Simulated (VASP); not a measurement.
# Cd (P6_3/mmc) in VASP: notebook

The runs below take Cd through single point, with r2SCAN.

Everything below comes from runs of VASP 6.6.1. Logs are shortened: lines on timing, memory, paths and dates and some standing lists are left out, and cuts for length are marked.

### Step 1. The cell of the first run

The structure is hexagonal, space group P6_3/mmc (No. 194). Conventional cell: a = 2.951 Å, b = 2.951 Å, c = 5.884 Å, α = 90.00°, β = 90.00°, γ = 120.00°. Cd (site symmetry -6m2) has 12 Cd at 2.95 to 3.40 Å within 3.9 Å.

### Step 2. Single point, r2SCAN

POSCAR reads:

```
Cd
1.0
    2.9509006248      0.0000000000      0.0000000000
   -1.4754503124      2.5555549051      0.0000000000
    0.0000000000      0.0000000000      5.8838547497
Cd
2
Direct
    0.3333333333      0.6666666667      0.2500000000
    0.6666666667      0.3333333333      0.7500000000
```

INCAR.step1 reads:

```
ALGO     = Normal         # electronic algorithm
EDIFF    = 1E-4           # SCF threshold, eV
ENCUT    = 520            # plane-wave cutoff, eV
GGA      = PE             # functional
ISMEAR   = -1             # smearing method
LASPH    = T              # aspherical terms in the spheres
LCHARG   = F              # write CHGCAR
LREAL    = F              # projectors in reciprocal space
LWAVE    = T              # write WAVECAR
NBANDS   = 19             # bands
NELM     = 60             # most SCF steps
PREC     = Accurate       # precision mode
SIGMA    = 0.1            # smearing width, eV
```

INCAR.step2 reads:

```
ALGO     = Normal         # electronic algorithm
EDIFF    = 1E-7           # SCF threshold, eV
ENCUT    = 520            # plane-wave cutoff, eV
ISIF     = 2              # what is computed and relaxed
ISMEAR   = -1             # smearing method
ISTART   = 1            
LASPH    = T              # aspherical terms in the spheres
LCHARG   = F              # write CHGCAR
LMIXTAU  = T            
LREAL    = F              # projectors in reciprocal space
LWAVE    = F              # write WAVECAR
METAGGA  = R2SCAN         # meta-GGA
NBANDS   = 19             # bands
NELM     = 60             # most SCF steps
PREC     = Accurate       # precision mode
SIGMA    = 0.1            # smearing width, eV
```

KPOINTS reads:

```
k-points
0
Gamma
  10 10 5
```

Potentials or basis: VASP PAW PBE potentials, release 64 (Cd).

Started as:

```bash
> cat potpaw_PBE.64/Cd/POTCAR > POTCAR
> cp INCAR.step1 INCAR
> mpirun -np 1 vasp_std > vasp.out
> cp INCAR.step2 INCAR
> mpirun -np 1 vasp_std > vasp.out
```

OUTCAR:

```text
EDIFF = 1E-7
   ENCUT = 520
   ISIF = 2
   ISMEAR = -1
   ISTART = 1
   LASPH = T
   LREAL = F
   METAGGA = R2SCAN
   NELM = 60
   PREC = Accurate

 ion  position               nearest neighbor table
   1  0.333  0.667  0.250-   2 3.40   2 3.40   2 3.40   2 3.40   2 3.40   2 3.40
   2  0.667  0.333  0.750-   1 3.40   1 3.40   1 3.40   1 3.40   1 3.40   1 3.40

  LATTYP: Found a hexagonal cell.
 ALAT       =     2.9509006248
 C/A-ratio  =     1.9939182974

  Lattice vectors:

 A1 = (   2.9509006248,   0.0000000000,   0.0000000000)
 A2 = (  -1.4754503124,   2.5555549051,   0.0000000000)
 A3 = (   0.0000000000,   0.0000000000,   5.8838547497)

Analysis of symmetry for initial positions (statically):
=====================================================================
 Subroutine PRICEL returns:
 Original cell was already a primitive cell.

 Routine SETGRP: Setting up the symmetry group for a
 hexagonal supercell.

 Subroutine GETGRP returns: Found 24 space group operations
 (whereof 12 operations were pure point group operations)
 out of a pool of 24 trial point group operations.

The static configuration has the point symmetry D_3d.
 The point group associated with its full space group is D_6h.

Analysis of symmetry for dynamics (positions and initial velocities):
=====================================================================
 Subroutine PRICEL returns:
 Original cell was already a primitive cell.

 Routine SETGRP: Setting up the symmetry group for a
 hexagonal supercell.

 Subroutine GETGRP returns: Found 24 space group operations
 (whereof 12 operations were pure point group operations)
 out of a pool of 24 trial point group operations.

The dynamic configuration has the point symmetry D_3d.
 The point group associated with its full space group is D_6h.

 Subroutine INISYM returns: Found 24 space group operations
 (whereof 12 operations are pure point group operations),
 and found     1 'primitive' translations

----------------------------------------------------------------------------------------

                                     Primitive cell

  volume of cell :      44.3713

  direct lattice vectors                    reciprocal lattice vectors
     2.950900625  0.000000000  0.000000000     0.338879592  0.195652224  0.000000000
    -1.475450312  2.555554905  0.000000000     0.000000000  0.391304447  0.000000000
     0.000000000  0.000000000  5.883854750     0.000000000  0.000000000  0.169956609

[... 81 lines left out ...]
   ENCUT  =  520.0 eV  38.22 Ry    6.18 a.u.   5.49  5.49 10.94*2*pi/ulx,y,z
   NELM   =     60;   NELMIN=  2; NELMDL=  0     # of ELM steps
   EDIFF  = 0.1E-06   stopping-criterion for ELM
   LREAL  =      F    real-space projection
   EDIFFG = 0.1E-05   stopping-criterion for IOM
   NSW    =      0    number of steps for IOM
   IBRION =     -1    ionic relax: 0-MD 1-quasi-New 2-CG
   NFREE  =      0    steps in history (QN), initial steepest desc. (CG)
   ISIF   =      2    stress and relaxation
   ISYM   =      2    0-nonsym 1-usesym 2-fastsym
   POTIM  = 0.5000    time-step for ionic-motion
   TEBEG  =    0.0;   TEEND  =   0.0 temperature during run
   PSTRESS=    0.0 pullay stress
   NELECT =      24.0000    total number of electrons
   NUPDOWN=      -1.0000    fix difference up-down
   EMIN   =  10.00;   EMAX   =-10.00  energy-range for DOS
   EFERMI =   0.00;   METHOD = LEGACY
   ISMEAR =    -1;   SIGMA  =   0.10  broadening in eV -4-tet -1-fermi 0-gaus
   EFERMI_NEDOS =   21; number of points for ismear=-14 and -15
   IALGO  =     38    algorithm
   IMIX   =      4    mixing-type and parameters
     AMIX     =   0.40;   BMIX     =  1.00
     AMIX_MAG =   1.60;   BMIX_MAG =  1.00
  volume/ion in A,a.u.               =      22.19       149.72
  Fermi-wavevector in a.u.,A,eV,Ry     =   1.333863  2.520636 24.207368  1.779191
  Thomas-Fermi vector in A             =   2.462689
   LORBIT       =      0    0 simple, 1 ext, 2 COOP (PROOUT), +10 PAW based schemes
   METAGGA = R2SCAN    functional components
   LHFCALC =     F    Hartree Fock is set to
   AEXX    =    0.0000 exact exchange contribution
   IVDW    =     0    specifies the selected vdW correction
   LEPSILON=     F    determine dielectric tensor
   LRPA    =     F    only Hartree local field effects (RPA)
 non-spin polarized calculation
  energy-cutoff  :      520.00
  volume of cell :       44.37
 maximum number of plane-waves:      1221
 NGX is ok and might be reduce to    24
   NGX = 11   NGY = 11   NGZ = 21

 number of electron      24.0000004 magnetization

 Free energy of the ion-electron system (eV)
  ---------------------------------------------------
  ext. energy  EPLUGINS =         0.00000000
  ---------------------------------------------------
  free energy    TOTEN  =       -40.19990550 eV

  energy without entropy =      -40.17994061  energy(sigma->0) =      -40.18992305

 E-fermi :   2.5288     XC(G=0): -11.6160

 val. band max:        2.5021471300   @ k =   0.1000   0.1000   0.2000
 cond. band min:       2.6584249934   @ k =   0.3000  -0.0000   0.0000
 fundamental gap:      0.1562778634
 Fermi energy:         2.5287981552

 k-point     1 :       0.0000    0.0000    0.0000
  band No.  band energies     occupation
      1      -7.6189      2.00000
      2      -7.4266      2.00000
      3      -6.9228      2.00000
      4      -6.9228      2.00000
      5      -6.8864      2.00000
      6      -6.8864      2.00000
[... 505 lines left out ...]
      6      -6.4463      2.00000
[... 11 lines left out ...]
     18      13.3419      0.00000
     19      16.1679      0.00000

 [... further k-points ...]

------------------------ aborting loop because EDIFF is reached ----------------------------------------

  FORCE on cell =-STRESS in cart. coord.  units (eV):
  Direction    XX          YY          ZZ          XY          YZ          ZX
  --------------------------------------------------------------------------------------
  -------------------------------------------------------------------------------------
  Total        0.3627749      0.3627749     -0.3176101      0.0000000      0.0000000     -0.0000000
  in kB       13.0992381     13.0992381    -11.4684084      0.0000000      0.0000000     -0.0000000
  external PRESSURE =       4.9100226 kB  Pullay stress =       0.0000000 kB

 VOLUME and BASIS-vectors are now :
 -----------------------------------------------------------------------------
  energy-cutoff  :      520.00
  volume of cell :       44.37
      direct lattice vectors                 reciprocal lattice vectors
     2.950900625  0.000000000  0.000000000     0.338879592  0.195652224  0.000000000
    -1.475450312  2.555554905  0.000000000     0.000000000  0.391304447  0.000000000
     0.000000000  0.000000000  5.883854750     0.000000000  0.000000000  0.169956609

 POSITION                                       TOTAL-FORCE (eV/Angst)
 -----------------------------------------------------------------------------------
     -0.00000      1.70370      1.47096         0.000000      0.000000      0.000000
      1.47545      0.85185      4.41289        -0.000000      0.000000      0.000000
 -----------------------------------------------------------------------------------
    total drift:                               -0.000000      0.000000      0.000000

  FREE ENERGIE OF THE ION-ELECTRON SYSTEM (eV)
  ---------------------------------------------------
  free  energy   TOTEN  =       -40.1999054998 eV

  energy  without entropy=      -40.1799406094  energy(sigma->0) =      -40.18992305
```

OSZICAR.step1:

```text
N       E                     dE             d eps       ncg     rms          rms(c)
DAV:   1     0.175549677032E+03    0.17555E+03   -0.13111E+04  1596   0.127E+03
DAV:   2     0.254342645849E+01   -0.17301E+03   -0.16627E+03  1665   0.332E+02
DAV:   3    -0.156615382116E+01   -0.41096E+01   -0.41018E+01  1842   0.582E+01
DAV:   4    -0.157372346839E+01   -0.75696E-02   -0.75692E-02  1794   0.234E+00
DAV:   5    -0.157374739143E+01   -0.23923E-04   -0.23923E-04  1691   0.128E-01    0.435E+00
DAV:   6    -0.147793537413E+01    0.95812E-01   -0.23822E-01  1758   0.582E+00    0.346E+00
DAV:   7    -0.147351792618E+01    0.44174E-02   -0.27055E-02  1767   0.155E+00    0.164E+00
DAV:   8    -0.147389752135E+01   -0.37960E-03   -0.36799E-03  1709   0.723E-01    0.897E-02
DAV:   9    -0.147394119075E+01   -0.43669E-04   -0.31208E-05  1000   0.591E-02
   1 F= -.14739412E+01 E0= -.14626344E+01  d E =-.226135E-01
```

Run time: 3.1 min. Hardware: 1 thread of Intel Xeon 8259CL, shared host; peak memory 0.18 GiB.

Results:

```yaml
Free_energy: -40.1999 eV
Pressure: 0.5 GPa
Band_gap_on_the_k_mesh: zero (bands 12 and 13 overlap by 4.50 eV)
```

Levels at points of the mesh, in eV from the Fermi level:
| k point | band 8 | band 9 | band 10 | band 11 | band 12 | band 13 | band 14 | band 15 | band 16 | band 17 |
| --- | --- | --- | --- | --- | --- | --- | --- | --- | --- | --- |
| (0.00, 0.00, 0.00) | -8.86 | -8.75 | -8.68 | -8.68 | -3.59 | -2.89 | 9.59 | 14.13 | 15.72 | 16.57 |
| (0.50, 0.00, 0.00) | -8.71 | -8.33 | -8.31 | -1.98 | -1.40 | 1.99 | 3.27 | 3.47 | 5.62 | 9.63 |

Caveat: the PAW data sets were made with another functional, which shifts forces and pressure a little.

### Step 3. Single point, r2SCAN

POSCAR is that of step 2.

INCAR.step1 reads:

```
SYSTEM = Cd
ALGO = Normal
EDIFF = 1E-4
ENCUT = 520
GGA = PE
ISMEAR = -1
LASPH = .True.
LCHARG = .False.
LREAL = .False.
LWAVE = .True.
NBANDS = 19
NELM = 60
PREC = Accurate
SIGMA = 0.1
```

INCAR.step2 reads:

```
SYSTEM = Cd
ALGO = Normal
EDIFF = 1E-6
ENCUT = 520
ISIF = 2
ISMEAR = -1
ISTART = 1
LASPH = .True.
LCHARG = .True.
LELF = .True.
LMIXTAU = .True.
LREAL = .False.
LVHAR = .True.
LWAVE = .False.
METAGGA = R2SCAN
NBANDS = 19
NELM = 60
PREC = Accurate
SIGMA = 0.1
```

KPOINTS reads:

```
k-points
0
Gamma
  12 12 6
  0 0 0
```

Potentials or basis: VASP PAW PBE potentials, release 64 (Cd).

Started as:

```bash
> cat potpaw_PBE.64/Cd/POTCAR > POTCAR
> cp INCAR.step1 INCAR
> mpirun -np 1 vasp_std > vasp.out
> cp INCAR.step2 INCAR
> mpirun -np 1 vasp_std > vasp.out
```

Run time: 4.2 min. Hardware: 1 thread of Intel Xeon 8259CL, shared host; peak memory 0.2 GiB.

The run converged. Its results:

```yaml
Free_energy: -40.2184 eV
Pressure: 0.4 GPa
Band_gap_on_the_k_mesh: zero (bands 12 and 13 overlap by 4.43 eV)
```

Stress tensor (GPa, compression positive):
```
0.44 0.00 0.00
0.00 0.44 0.00
0.00 0.00 0.18
```

Levels at points of the mesh, in eV from the Fermi level:
```csv
k point,band 10,band 11,band 12,band 13,band 14,band 15
"(0.00, 0.00, 0.00)",-8.89,-8.89,-3.79,-3.10,9.38,13.92
"(0.50, 0.00, 0.00)",-8.53,-2.19,-1.61,1.78,3.06,3.27
"(0.00, 0.00, 0.50)",-8.97,-7.56,-7.56,2.96,2.96,15.81
"(0.50, 0.00, 0.50)",-8.53,-1.48,-1.48,0.35,0.35,7.87
```

Caveat: the PAW data sets were made with another functional, which shifts forces and pressure a little.

### Step 4. Single point, r2SCAN

POSCAR is that of step 3.

INCAR.step1 reads:

```
PREC = Accurate
ENCUT = 520
ISMEAR = -1
SIGMA = 0.1
LREAL = False
LASPH = True
NELM = 80
NBANDS = 19
GGA = PE
ALGO = Normal
EDIFF = 1E-4
LWAVE = True
LCHARG = False
```

INCAR.step2 reads:

```
PREC = Accurate
ENCUT = 520
EDIFF = 1E-6
ISMEAR = -1
SIGMA = 0.1
LREAL = False
LASPH = True
NELM = 80
ALGO = Normal
ISIF = 2
LWAVE = False
LCHARG = False
METAGGA = R2SCAN
LMIXTAU = True
NBANDS = 19
ISTART = 1
```

KPOINTS reads:

```
regular mesh
0
Gamma
  12 12 6
```

Started as:

```bash
> cat potpaw_PBE.64/Cd/POTCAR > POTCAR
> cp INCAR.step1 INCAR
> mpirun -np 1 vasp_std > vasp.out
> cp INCAR.step2 INCAR
> mpirun -np 1 vasp_std > vasp.out
```

Wall time 4.4 min (1 thread of Intel Xeon 8259CL, shared host); peak memory 0.2 GiB.

It converged, with:

```
Free energy            : -40.2184 eV
Pressure               : 0.4 GPa
Band gap on the k mesh : zero (bands 12 and 13 overlap by 4.43 eV)
```

Stress tensor (GPa, compression positive):
```
0.44 0.00 0.00
0.00 0.44 0.00
0.00 0.00 0.18
```

Levels at points of the mesh, in eV from the Fermi level:
| k point | band 9 | band 10 | band 11 | band 12 | band 13 | band 14 | band 15 | band 16 |
| --- | --- | --- | --- | --- | --- | --- | --- | --- |
| (0.00, 0.00, 0.00) | -8.96 | -8.89 | -8.89 | -3.79 | -3.10 | 9.38 | 13.92 | 15.50 |
| (0.50, 0.00, 0.00) | -8.54 | -8.53 | -2.19 | -1.61 | 1.78 | 3.06 | 3.27 | 5.41 |
| (0.00, 0.00, 0.50) | -8.97 | -8.97 | -7.56 | -7.56 | 2.96 | 2.96 | 15.81 | 15.81 |
| (0.50, 0.00, 0.50) | -8.53 | -8.53 | -1.48 | -1.48 | 0.35 | 0.35 | 7.87 | 7.87 |

Caveat: the PAW data sets were made with another functional, which shifts forces and pressure a little.

The gap in the log of VASP goes by the Fermi energy; the results here count the filled bands.